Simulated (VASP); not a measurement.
Runs of VASP 6.6.1 on Rh. The structure is that of space group Fm-3m (No. 225), or close to it. The cells are those of the table. 

```csv
fixed moment (μB),cell,pressure (GPa),moment (μB)
0.625,"a = 2.544 Å, angles 60.0°, 1 atom",62.0,0.62
0.875,"a = 2.805 Å, angles 60.0°, 1 atom",-29.6,0.88
0.625,"a = 2.655 Å, angles 60.0°, 1 atom",(a),0.62
0.5,"a = 2.485 Å, angles 60.0°, 1 atom",108.8,0.50
0.625,"a = 2.805 Å, angles 60.0°, 1 atom",(b),0.62
```

Alike in all rows: task single point; level LDA; potentials or basis VASP PAW LDA potentials, release 64 (Rh_pv); spin collinear, ferromagnetic start; k mesh 22 × 22 × 22; cutoff (eV) 520; smearing gaussian 0.15 eV.

Task: Fill in the values left out.

Result: (a) 4.3; (b) -31.9.

Caveats: the total moment is fixed, so each spin has its own Fermi level; the cell stands under pressure (at least some runs); the cell stands under tension (at least some runs).
